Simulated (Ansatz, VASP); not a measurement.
# One calculation of Ta2N, two programs

Contents of INCAR:

```
SYSTEM = Ta2N
PREC = Accurate
ENCUT = 520
EDIFF = 1E-6
ISMEAR = 0
SIGMA = 0.15
LREAL = .FALSE.
LASPH = .TRUE.
NELM = 80
ALGO = Normal
ISIF = 2
LWAVE = .FALSE.
LCHARG = .FALSE.
GGA = PS
NBANDS = 20
```

KPOINTS

```
Automatic mesh
0
G
  18 18 10
  0 0 0
```

File POSCAR:

```
Ta2N
1.0
    3.2325461563      0.0000000000      0.0000000000
   -1.6162730782      2.7994670902      0.0000000000
    0.0000000000      0.0000000000      4.7026757486
Ta N
2 1
Direct
    0.6666666667      0.3333333333      0.7462554481
    0.3333333333      0.6666666667      0.2537445519
    0.0000000000      0.0000000000      0.0000000000
```

Input for Ansatz:

```yaml
crystal:
  lattice:
    - [3.2325461563, 0.0, 0.0]
    - [-1.6162730782, 2.7994670902, 0.0]
    - [0.0, 0.0, 4.7026757486]
  atoms:
    - { symbol: Ta, position: [0.6666666667, 0.3333333333, 0.7462554481] }
    - { symbol: Ta, position: [0.3333333333, 0.6666666667, 0.2537445519] }
    - { symbol: "N", position: [0.0, 0.0, 0.0] }
basis:
  ecutwfc: 420
kpoints:
  mp_grid: { grid: [18, 18, 10] }
hamiltonian:
  xc: pbesol
scf:
  occupations: { method: gaussian, width: 0.15 }
output:
  forces: true
  stress: true
  eigenvalues: true
  write_density: true
  write_potential: true
  elf: true
  volumetric_format: npy
```

Change from the starting cell: strain +0.050 along x and y, -0.025 along z, atoms carried along.

Alike in both runs: task single point; functional PBEsol; k mesh 18 × 18 × 10; occupations gaussian, width 0.15 eV; no spin polarisation.

```csv
,VASP,Ansatz
version,VASP 6.6.1,Ansatz 0.2.0
potentials or method,"VASP PAW PBE potentials, release 64 (Ta_pv, N), cutoff 520 eV","scalar-relativistic, plane waves, PAW"
valence electrons in the cell,27,31
```

VASP gave:

* gap on the k mesh at the Fermi level (eV): none
* pressure (GPa): -17.6
* traceless stress, the component that is largest in VASP (GPa): 10.21
* rms of the force components (eV/Å): 0.385

**Question.** Estimate Ansatz's values.

**Answer.** gap on the k mesh at the Fermi level (eV): none; pressure (GPa): -17.9; traceless stress, the component that is largest in VASP (GPa): 10.29; rms of the force components (eV/Å): 0.407.

VASP's potentials were made for PBE, not for PBEsol. Atom by atom the forces differ by 0.022 eV/Å (rms over components). A gap of «none» marks a metal or a gap that the smearing closes. The functional is the same, so the differences come from potentials, cutoffs and numerics. VASP's potentials hold 27 valence electrons a cell and Ansatz's 31, so a difference there can come from the potentials and not from the codes.

Neither program's run includes spin-orbit coupling.
